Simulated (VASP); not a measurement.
# W (Pm-3n) in VASP: notebook, part 2 of 2

VASP 6.6.1. Earlier steps stand in the parts before.

**3. Relaxation of cell and atoms, PBEsol, target pressure 2 GPa, at which the enthalpy is minimised**

This run uses another cell than the first one, of 16.42 Å³/atom.

INCAR reads:

```
PREC = Accurate ; ENCUT = 600
EDIFF = 1E-6 ; ISMEAR = -1
SIGMA = 0.05 ; LREAL = False
LASPH = True ; NELM = 60
ALGO = Fast ; ISIF = 3
LWAVE = False ; LCHARG = False
GGA = PS ; IBRION = 2
NSW = 60 ; EDIFFG = -0.01
PSTRESS = 20.0
```

KPOINTS reads:

```
regular mesh
0
Gamma
  5 5 5
```

POSCAR reads:

```
W
1.0
    5.0830000000      0.0000000000      0.0000000000
    0.0000000000      5.0830000000      0.0000000000
    0.0000000000      0.0000000000      5.0830000000
W
8
Direct
    0.5000000000      0.2500000000      0.0000000000
    0.5000000000      0.7500000000      0.0000000000
    0.7500000000      0.0000000000      0.5000000000
    0.2500000000      0.0000000000      0.5000000000
    0.0000000000      0.5000000000      0.7500000000
    0.0000000000      0.5000000000      0.2500000000
    0.5000000000      0.5000000000      0.5000000000
    0.0000000000      0.0000000000      0.0000000000
```

Potentials or basis: VASP PAW PBE potentials, release 64 (W_sv).

Run with:

```bash
> cat potpaw_PBE.64/W_sv/POTCAR > POTCAR
> mpirun -np 1 vasp_std > vasp.out
```

OUTCAR:

```text
PREC = Accurate
   ENCUT = 600
   EDIFF = 1E-6
   ISMEAR = -1
   LREAL = False
   LASPH = True
   NELM = 60
   ISIF = 3
   GGA = PS
   IBRION = 2
   NSW = 60
   EDIFFG = -0.01
   PSTRESS = 20.0

 ion  position               nearest neighbor table
   1  0.500  0.250  0.000-   2 2.54   2 2.54   8 2.84   7 2.84   7 2.84   8 2.84   4 3.11   3 3.11
                             4 3.11   5 3.11   6 3.11   5 3.11   6 3.11   3 3.11
   2  0.500  0.750  0.000-   1 2.54   1 2.54   8 2.84   7 2.84   7 2.84   8 2.84   4 3.11   3 3.11
                             4 3.11   5 3.11   6 3.11   5 3.11   6 3.11   3 3.11
   3  0.750  0.000  0.500-   4 2.54   4 2.54   8 2.84   8 2.84   7 2.84   7 2.84   1 3.11   1 3.11
                             2 3.11   5 3.11   5 3.11   6 3.11   6 3.11   2 3.11
   4  0.250  0.000  0.500-   3 2.54   3 2.54   8 2.84   8 2.84   7 2.84   7 2.84   1 3.11   1 3.11
                             2 3.11   5 3.11   5 3.11   6 3.11   6 3.11   2 3.11
   5  0.000  0.500  0.750-   6 2.54   6 2.54   8 2.84   7 2.84   8 2.84   7 2.84   3 3.11   4 3.11
                             3 3.11   4 3.11   1 3.11   1 3.11   2 3.11   2 3.11
   6  0.000  0.500  0.250-   5 2.54   5 2.54   8 2.84   7 2.84   8 2.84   7 2.84   3 3.11   4 3.11
                             3 3.11   4 3.11   1 3.11   1 3.11   2 3.11   2 3.11
   7  0.500  0.500  0.500-   1 2.84   2 2.84   3 2.84   4 2.84   5 2.84   6 2.84   1 2.84   2 2.84
                             3 2.84   4 2.84   5 2.84   6 2.84
   8  0.000  0.000  0.000-   1 2.84   2 2.84   3 2.84   4 2.84   5 2.84   6 2.84   3 2.84   4 2.84
                             5 2.84   6 2.84   1 2.84   2 2.84

[... 177 lines left out ...]

 Free energy of the ion-electron system (eV)
  ---------------------------------------------------
  ext. energy  EPLUGINS =         0.00000000
  ---------------------------------------------------
  free energy    TOTEN  =      -109.58628009 eV

  energy without entropy =     -109.56429870  energy(sigma->0) =     -109.57528939

------------------------ aborting loop because EDIFF is reached ----------------------------------------

  FORCE on cell =-STRESS in cart. coord.  units (eV):
  Direction    XX          YY          ZZ          XY          YZ          ZX
  --------------------------------------------------------------------------------------
  -------------------------------------------------------------------------------------
  Total       -6.9894619     -6.9894619     -6.9894619      0.0000000     -0.0000000      0.0000000
  in kB      -85.2695550    -85.2695550    -85.2695550      0.0000000     -0.0000000      0.0000000
  external PRESSURE =    -105.2695550 kB  Pullay stress =      20.0000000 kB
[... 119 lines left out ...]
--------------------------------------- Ionic step        4  -------------------------------------------

 number of electron     111.9999974 magnetization

 Free energy of the ion-electron system (eV)
  ---------------------------------------------------
  ext. energy  EPLUGINS =         0.00000000
  ---------------------------------------------------
  free energy    TOTEN  =      -109.68142085 eV

  energy without entropy =     -109.66125823  energy(sigma->0) =     -109.67133954

 E-fermi :  10.9953     XC(G=0): -13.7400

 val. band max:       10.9076290610   @ k =   0.2000   0.0000   0.0000
 cond. band min:      11.0287879945   @ k =   0.4000   0.0000   0.0000
 fundamental gap:      0.1211589335
 Fermi energy:        10.9952670435

 k-point     1 :       0.0000    0.0000    0.0000
  band No.  band energies     occupation
      1     -62.9277      2.00000
      2     -62.8755      2.00000
      3     -62.8755      2.00000
      4     -62.7229      2.00000
      5     -62.7229      2.00000
      6     -62.7229      2.00000
[... 728 lines left out ...]
  energy  without entropy=     -109.6612582290  energy(sigma->0) =     -109.67133954

  enthalpy is  TOTEN    =      -108.0970127720 eV   P V=        1.5844080781

 reached required accuracy - stopping structural energy minimisation
```

OSZICAR:

```text
N       E                     dE             d eps       ncg     rms          rms(c)
DAV:   1     0.168218245774E+04    0.16822E+04   -0.68267E+04  1340   0.217E+03
DAV:   2     0.145563882422E+02   -0.16676E+04   -0.16242E+04  1348   0.691E+02
DAV:   3    -0.109204617673E+03   -0.12376E+03   -0.11455E+03  1525   0.165E+02
[... 61 lines left out ...]
RMM:   3    -0.109681388917E+03    0.48842E-03   -0.22984E-03  1342   0.230E-01    0.138E-01
RMM:   4    -0.109681456794E+03   -0.67877E-04   -0.18064E-04  1416   0.663E-02    0.171E-01
RMM:   5    -0.109681416696E+03    0.40098E-04   -0.24793E-04  1348   0.809E-02    0.783E-03
RMM:   6    -0.109681420055E+03   -0.33582E-05   -0.37273E-05  1583   0.289E-02    0.123E-02
RMM:   7    -0.109681420850E+03   -0.79551E-06   -0.57805E-06  1032   0.119E-02
   4 F= -.10809701E+03 E0= -.10808693E+03  d E =-.150113E+00
```

Run time: 5 min. Hardware: 1 thread of AMD EPYC 9R45 (Zen 5), shared host; peak memory 0.27 GiB.

Results:

```
Free energy                                                : -109.6814 eV
Relaxed volume                                             : 15.87 Å³/atom
Relaxed cell                                               : a = 5.026 Å, b = 5.026 Å, c = 5.026 Å, α = 90.00°, β = 90.00°, γ = 90.00°
Space group after relaxing (to 0.1 Å)                      : Pm-3n (No. 223)
Energy change on relaxing (the run minimises the enthalpy) : -11.9 meV/atom
Ionic steps                                                : 4
Pressure after relaxing                                    : 2.0 GPa
Band gap on the k mesh                                     : zero (bands 56 and 57 overlap by 0.57 eV)
```

Step by step:
```
step  energy change (eV)  largest force (eV/Å)  pressure (GPa)  volume (Å³)
   1              0.0000                0.0000           -8.53       131.33
   2              2.3603                0.0000           55.94       111.88
   3             -0.0973                0.0000            1.36       127.14
   4             -0.0951                0.0000            1.98       126.93
```

Final structure:
```
W
1.0
     5.02554    0.00000    0.00000
     0.00000    5.02554    0.00000
     0.00000    0.00000    5.02554
W
8
Direct
  0.50000 0.25000 0.00000
  0.50000 0.75000 0.00000
  0.75000 0.00000 0.50000
  0.25000 0.00000 0.50000
  0.00000 0.50000 0.75000
  0.00000 0.50000 0.25000
  0.50000 0.50000 0.50000
  0.00000 0.00000 0.00000
```

Caveat: the cell is relaxed towards a set pressure, so the run minimises the enthalpy, not the energy; the PAW data sets were made with another functional, which shifts forces and pressure a little; spin-orbit coupling is left out, which moves the levels of the heavy elements.

**4. Relaxation of cell and atoms, PBEsol, target pressure 5 GPa, at which the enthalpy is minimised**

This run uses another cell than the first one, of 16.42 Å³/atom.

INCAR reads:

```
SYSTEM = W
  PREC = Accurate
  ENCUT = 600
  EDIFF = 1E-6
  ISMEAR = -1
  SIGMA = 0.05
  LREAL = .False.
  LASPH = .True.
  NELM = 100
  ALGO = Fast
  ISIF = 3
  LWAVE = .False.
  LCHARG = .False.
  GGA = PS
  IBRION = 2
  NSW = 60
  EDIFFG = -0.01
  PSTRESS = 50.0
```

KPOINTS reads:

```
Automatic mesh
0
Gamma
  5 5 5
  0 0 0
```

POSCAR is that of step 3.

Run with:

```bash
> cat potpaw_PBE.64/W_sv/POTCAR > POTCAR
> mpirun -np 1 vasp_std > vasp.out
```

Run time: 5.7 min. Hardware: 1 thread of AMD EPYC 9R45 (Zen 5), shared host; peak memory 0.28 GiB.

Results (log left out):

```
Free energy                                                : -109.6556 eV
Relaxed volume                                             : 15.72 Å³/atom
Relaxed cell                                               : a = 5.010 Å, b = 5.010 Å, c = 5.010 Å, α = 90.00°, β = 90.00°, γ = 90.00°
Space group after relaxing (to 0.1 Å)                      : Pm-3n (No. 223)
Energy change on relaxing (the run minimises the enthalpy) : -8.7 meV/atom
Ionic steps                                                : 5
Pressure after relaxing                                    : 5.1 GPa
Band gap on the k mesh                                     : zero (bands 56 and 57 overlap by 0.59 eV)
```

Step by step:
```
step  energy change (eV)  largest force (eV/Å)  pressure (GPa)  volume (Å³)
   1              0.0000                0.0000           -8.53       131.33
   2              4.5947                0.0000           83.49       106.71
   3             -0.0819                0.0000            3.87       126.19
   4             -0.0726                0.0000            4.79       125.84
   5             -0.0693                0.0000            5.10       125.73
```

Final structure:
```xyz
8
Lattice="5.0098 0.0000 0.0000 0.0000 5.0098 0.0000 0.0000 0.0000 5.0098" Properties=species:S:1:pos:R:3 pbc="T T T"
W     2.5049    1.2524    0.0000
W     2.5049    3.7573    0.0000
W     3.7573    0.0000    2.5049
W     1.2524    0.0000    2.5049
W     0.0000    2.5049    3.7573
W     0.0000    2.5049    1.2524
W     2.5049    2.5049    2.5049
W     0.0000    0.0000    0.0000
```

Levels at points of the mesh, in eV from the Fermi level:
| k point | band 52 | band 53 | band 54 | band 55 | band 56 | band 57 | band 58 | band 59 | band 60 | band 61 |
| --- | --- | --- | --- | --- | --- | --- | --- | --- | --- | --- |
| (0.00, 0.00, 0.00) | -2.01 | -1.49 | -1.49 | -0.48 | -0.48 | -0.48 | 1.72 | 1.72 | 1.72 | 1.76 |

Caveat: the cell is relaxed towards a set pressure, so the run minimises the enthalpy, not the energy; the PAW data sets were made with another functional, which shifts forces and pressure a little; spin-orbit coupling is left out, which moves the levels of the heavy elements.

**5. Single point, LDA**

This run uses another cell than the first one, of 15.64 Å³/atom.

INCAR reads:

```
SYSTEM = W
PREC = Accurate ; ENCUT = 520
EDIFF = 1E-7 ; ISMEAR = -1
SIGMA = 0.05 ; LREAL = .False.
LASPH = .True. ; NELM = 80
ALGO = Fast ; ISIF = 2
LWAVE = .False. ; LCHARG = .True.
GGA = CA ; LELF = .True.
LVHAR = .True. ; NBANDS = 66
```

KPOINTS reads:

```
regular mesh
0
Gamma
  5 5 5
  0 0 0
```

Edit POSCAR of step 4 so:

```diff
@@ -2,5 +2,5 @@
 1.0
-    5.0830000000      0.0000000000      0.0000000000
-    0.0000000000      5.0830000000      0.0000000000
-    0.0000000000      0.0000000000      5.0830000000
+    5.0018698405      0.0000000000      0.0000000000
+    0.0000000000      5.0018698405      0.0000000000
+    0.0000000000      0.0000000000      5.0018698405
 W
```

Potentials or basis: VASP PAW LDA potentials, release 64 (W_sv).

Run with:

```bash
> cat potpaw_LDA.64/W_sv/POTCAR > POTCAR
> mpirun -np 1 vasp_std > vasp.out
```

It took 2 min on 1 thread of Intel Xeon Platinum 8488C (Sapphire Rapids), shared host; peak memory 0.22 GiB.

The run converged. Its results:

- Free energy: -112.0648 eV
- Pressure: 2.0 GPa
- Band gap on the k mesh: zero (bands 56 and 57 overlap by 0.62 eV)

Levels at points of the mesh, in eV from the Fermi level:
```csv
k point,band 53,band 54,band 55,band 56,band 57,band 58,band 59,band 60
"(0.00, 0.00, 0.00)",-1.50,-1.50,-0.49,-0.49,-0.49,1.70,1.70,1.70
```

Caveat: spin-orbit coupling is left out, which moves the levels of the heavy elements.

**6. Single point, r2SCAN**

This run uses another cell than the first one, of 16.12 Å³/atom.

Edit POSCAR of step 5 so:

```diff
@@ -2,5 +2,5 @@
 1.0
-    5.0018698405      0.0000000000      0.0000000000
-    0.0000000000      5.0018698405      0.0000000000
-    0.0000000000      0.0000000000      5.0018698405
+    5.0519377348      0.0000000000      0.0000000000
+    0.0000000000      5.0519377348      0.0000000000
+    0.0000000000      0.0000000000      5.0519377348
 W
```

INCAR.step1 reads:

```
SYSTEM = W
PREC = Accurate
ENCUT = 520
ISMEAR = -1
SIGMA = 0.05
LREAL = .FALSE.
LASPH = .TRUE.
NELM = 100
NBANDS = 66
GGA = PE
ALGO = Normal
EDIFF = 1E-4
LWAVE = .TRUE.
LCHARG = .FALSE.
```

INCAR.step2 reads:

```
SYSTEM = W
PREC = Accurate
ENCUT = 520
EDIFF = 1E-6
ISMEAR = -1
SIGMA = 0.05
LREAL = .FALSE.
LASPH = .TRUE.
NELM = 100
ALGO = Normal
ISIF = 2
LWAVE = .FALSE.
LCHARG = .FALSE.
METAGGA = R2SCAN
LMIXTAU = .TRUE.
NBANDS = 66
ISTART = 1
```

KPOINTS reads:

```
regular mesh
0
G
  5 5 5
  0 0 0
```

Potentials or basis: VASP PAW PBE potentials, release 64 (W_sv).

Run with:

```bash
> cat potpaw_PBE.64/W_sv/POTCAR > POTCAR
> cp INCAR.step1 INCAR
> mpirun -np 1 vasp_std > vasp.out
> cp INCAR.step2 INCAR
> mpirun -np 1 vasp_std > vasp.out
```

OUTCAR:

```text
SYSTEM = W
   PREC = Accurate
   ENCUT = 520
   EDIFF = 1E-6
   ISMEAR = -1
   LREAL = .FALSE.
   LASPH = .TRUE.
   NELM = 100
   ISIF = 2
   METAGGA = R2SCAN
   ISTART = 1

 ion  position               nearest neighbor table
   1  0.500  0.250  0.000-   2 2.53   2 2.53   8 2.82   7 2.82   7 2.82   8 2.82   4 3.09   3 3.09
                             4 3.09   5 3.09   6 3.09   5 3.09   6 3.09   3 3.09
[... 900 lines left out ...]
  Total        1.0016586      1.0016586      1.0016586     -0.0000000     -0.0000000     -0.0000000
  in kB       12.4467610     12.4467610     12.4467610     -0.0000000     -0.0000000     -0.0000000
  external PRESSURE =      12.4467610 kB  Pullay stress =       0.0000000 kB

 VOLUME and BASIS-vectors are now :
 -----------------------------------------------------------------------------
  energy-cutoff  :      520.00
  volume of cell :      128.94
      direct lattice vectors                 reciprocal lattice vectors
     5.051937735  0.000000000  0.000000000     0.197943849  0.000000000  0.000000000
     0.000000000  5.051937735  0.000000000     0.000000000  0.197943849  0.000000000
     0.000000000  0.000000000  5.051937735     0.000000000  0.000000000  0.197943849

 POSITION                                       TOTAL-FORCE (eV/Angst)
 -----------------------------------------------------------------------------------
      2.52597      1.26298      0.00000        -0.000000      0.000000     -0.000000
      2.52597      3.78895      0.00000        -0.000000      0.000000      0.000000
      3.78895      0.00000      2.52597         0.000000     -0.000000     -0.000000
      1.26298      0.00000      2.52597        -0.000000      0.000000      0.000000
      0.00000      2.52597      3.78895         0.000000      0.000000     -0.000000
      0.00000      2.52597      1.26298         0.000000     -0.000000      0.000000
      2.52597      2.52597      2.52597        -0.000000      0.000000     -0.000000
      0.00000      0.00000      0.00000        -0.000000      0.000000     -0.000000
 -----------------------------------------------------------------------------------
    total drift:                               -0.000000     -0.000000      0.000000

  FREE ENERGIE OF THE ION-ELECTRON SYSTEM (eV)
  ---------------------------------------------------
  free  energy   TOTEN  =      -409.9439338091 eV

  energy  without entropy=     -409.9234164181  energy(sigma->0) =     -409.93367511
```

Run time: 4 min. Hardware: 1 thread of Intel Xeon Platinum 8488C (Sapphire Rapids), shared host; peak memory 0.27 GiB.

What came out:

```
Free energy            : -409.9439 eV
Pressure               : 1.2 GPa
Band gap on the k mesh : zero (bands 56 and 57 overlap by 0.47 eV)
```

Caveat: the PAW data sets were made with another functional, which shifts forces and pressure a little; spin-orbit coupling is left out, which moves the levels of the heavy elements.

**7. Relaxation of cell and atoms, LDA**

This run uses another cell than the first one, of 16.42 Å³/atom.

INCAR reads:

```
  ALGO = Fast
  EDIFF = 1E-7
  EDIFFG = -0.01
  ENCUT = 600
  GGA = CA
  IBRION = 2
  ISIF = 3
  ISMEAR = -1
  LASPH = T
  LCHARG = F
  LREAL = F
  LWAVE = F
  NELM = 60
  NSW = 60
  PREC = Accurate
  SIGMA = 0.05
```

KPOINTS reads:

```
k-points
0
Gamma
  5 5 5
```

Edit POSCAR of step 6 so:

```diff
@@ -2,5 +2,5 @@
 1.0
-    5.0519377348      0.0000000000      0.0000000000
-    0.0000000000      5.0519377348      0.0000000000
-    0.0000000000      0.0000000000      5.0519377348
+    5.0830000000      0.0000000000      0.0000000000
+    0.0000000000      5.0830000000      0.0000000000
+    0.0000000000      0.0000000000      5.0830000000
 W
```

Potentials or basis: VASP PAW LDA potentials, release 64 (W_sv).

Run with:

```bash
> cat potpaw_LDA.64/W_sv/POTCAR > POTCAR
> mpirun -np 1 vasp_std > vasp.out
```

It took 9.6 min on 1 thread of Intel Xeon Platinum 8488C (Sapphire Rapids), shared host; peak memory 0.24 GiB.

It converged, with:

```yaml
Free_energy: -112.0713 eV
Relaxed_volume: 15.74 Å³/atom
Relaxed_cell: a = 5.012 Å, b = 5.012 Å, c = 5.012 Å, α = 90.00°, β = 90.00°, γ = 90.00°
Space_group_after_relaxing_to_0.1_Å: Pm-3n (No. 223)
Energy_gained_by_relaxing: 27.8 meV/atom
Ionic_steps: 7
Pressure_after_relaxing: 0.0 GPa
Band_gap_on_the_k_mesh: zero (bands 56 and 57 overlap by 0.61 eV)
```

The path:
```tsv
step	energy change (eV)	largest force (eV/Å)	pressure (GPa)	volume (Å³)
1	0.0000	0.0000	-12.72	131.33
2	3.1764	0.0000	69.34	108.08
3	-0.2212	0.0000	-1.02	126.31
4	-0.2223	0.0000	-0.13	125.99
5	-0.2224	0.0000	0.11	125.88
6	-0.2222	0.0000	-0.36	126.05
7	-0.2224	0.0000	0.01	125.93
```

Final structure:
```cif
data_structure
_symmetry_space_group_name_H-M 'P 1'
_symmetry_Int_Tables_number 1
_cell_length_a 5.0124
_cell_length_b 5.0124
_cell_length_c 5.0124
_cell_angle_alpha 90.000
_cell_angle_beta 90.000
_cell_angle_gamma 90.000
_cell_volume 125.93
loop_
_atom_site_label
_atom_site_type_symbol
_atom_site_fract_x
_atom_site_fract_y
_atom_site_fract_z
_atom_site_occupancy
W1 W 0.50000 0.25000 0.00000 1
W2 W 0.50000 0.75000 0.00000 1
W3 W 0.75000 0.00000 0.50000 1
W4 W 0.25000 0.00000 0.50000 1
W5 W 0.00000 0.50000 0.75000 1
W6 W 0.00000 0.50000 0.25000 1
W7 W 0.50000 0.50000 0.50000 1
W8 W 0.00000 0.00000 0.00000 1
```

Levels at points of the mesh, in eV from the Fermi level:
| k point | band 53 | band 54 | band 55 | band 56 | band 57 | band 58 | band 59 | band 60 |
| --- | --- | --- | --- | --- | --- | --- | --- | --- |
| (0.00, 0.00, 0.00) | -1.49 | -1.49 | -0.48 | -0.48 | -0.48 | 1.68 | 1.68 | 1.68 |

Caveat: spin-orbit coupling is left out, which moves the levels of the heavy elements.

**8. The runs side by side**

| task | level | potentials or basis | cell | cutoff (eV) | gap on the mesh (eV) | pressure (GPa) |
| --- | --- | --- | --- | --- | --- | --- |
| single point | PBEsol | VASP PAW PBE potentials, release 64 (W_sv) | a = 5.021 Å, 8 atoms | 520 | none | 2.8 |
| relaxation of cell and atoms | PBEsol | VASP PAW PBE potentials, release 64 (W_sv) | relaxed to 2 GPa from a = 5.083 Å, 8 atoms | 600 | none | 2.0 |
| relaxation of cell and atoms | PBEsol | VASP PAW PBE potentials, release 64 (W_sv) | relaxed to 5 GPa from a = 5.083 Å, 8 atoms | 600 | none | 5.1 |
| single point | LDA | VASP PAW LDA potentials, release 64 (W_sv) | a = 5.002 Å, 8 atoms | 520 | none | 2.0 |
| single point | r2SCAN | VASP PAW PBE potentials, release 64 (W_sv) | a = 5.052 Å, 8 atoms | 520 | none | 1.2 |
| relaxation of cell and atoms | LDA | VASP PAW LDA potentials, release 64 (W_sv) | relaxed from a = 5.083 Å, 8 atoms | 600 | none | 0.0 |

Alike in all rows: no spin polarisation; k mesh 5 × 5 × 5; smearing fermi-dirac 0.05 eV.

Caveats: spin-orbit coupling is left out, which moves the levels of the heavy elements; the PAW data sets were made with another functional, which shifts forces and pressure a little (at least some runs); the cell is relaxed towards a set pressure, so the run minimises the enthalpy, not the energy (at least some runs).

Absolute energies hang on the potentials; compare differences alone.
